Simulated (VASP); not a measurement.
Crystal: ZrC.

```xyz
2
Lattice="3.0690 0.0000 0.0000 -1.5345 2.6578 0.0000 0.0000 0.0000 2.9952" Properties=species:S:1:pos:R:3 pbc="T T T"
Zr    0.0000    0.0000    0.0000
C     1.5345    0.8859    1.4976
```

```yaml
Program: VASP 6.6.1
Task: relaxation of cell and atoms
Functional: PBE
Potentials_or_basis: VASP PAW PBE potentials, release 64 (Zr_sv, C)
Cutoff: 600 eV
k_mesh: 8 × 8 × 6
Occupations: gaussian, width 0.05 eV
Spin: no spin polarisation
```

At the start: pressure 21.8 GPa; volume 12.22 Å³/atom.

Task: How do energy, volume and symmetry change on relaxing?

Result: Over 6 steps the energy falls by 149.4 meV/atom and the volume is 13.61 Å³/atom (+11.4 %); space group P-6m2 (No. 187, to 0.05 Å).

Step by step:
| step | energy change (eV) | largest force (eV/Å) | pressure (GPa) | volume (Å³) |
| --- | --- | --- | --- | --- |
| 1 | 0.0000 | 0.0000 | 21.84 | 24.43 |
| 2 | -0.0909 | 0.0000 | -17.07 | 30.68 |
| 3 | -0.2857 | 0.0000 | -2.94 | 27.60 |
| 4 | -0.2857 | 0.0000 | -2.55 | 27.54 |
| 5 | -0.2919 | 0.0000 | 2.29 | 26.94 |
| 6 | -0.2987 | 0.0000 | -0.14 | 27.21 |

Final structure:
```
CELL_PARAMETERS angstrom
3.26465 0.00000 0.00000
-1.63232 2.82727 0.00000
0.00000 0.00000 2.94825
ATOMIC_POSITIONS crystal
Zr 0.00000 0.00000 0.00000
C 0.66667 0.33333 0.50000
```
